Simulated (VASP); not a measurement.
Runs of VASP 6.6.1 on BeTe. The structure is that of space group F-43m (No. 216), or close to it. The cells are those of the table. 

```csv
task,cell,k mesh,smearing,gap on the mesh (eV),pressure (GPa)
single point,"a = 3.981 Å, angles 60.0°, 2 atoms",6 × 6 × 6,gaussian 0.1 eV,2.33,1.1
single point,"a = 4.000 Å, angles 60.0°, 2 atoms",8 × 8 × 8,gaussian 0.01 eV,2.37,0.2
single point,"a = 4.000 Å, angles 60.0°, 2 atoms",8 × 8 × 8,gaussian 0.02 eV,2.37,0.2
relaxation of cell and atoms,"relaxed from a = 3.981 Å, angles 60.0°, 2 atoms",8 × 8 × 8,gaussian 0.02 eV,(a),0.0
```

Alike in all rows: level r2SCAN; potentials or basis VASP PAW PBE potentials, release 64 (Be, Te); no spin polarisation; cutoff (eV) 660.

Question: Fill in the values left out.

Answer: (a) 2.38.

Caveats: the PAW data sets were made with another functional, which shifts forces and pressure a little; spin-orbit coupling is left out, which moves the levels of the heavy elements.

A k mesh can miss the band edges, and the runs leave out spin-orbit coupling on Te.
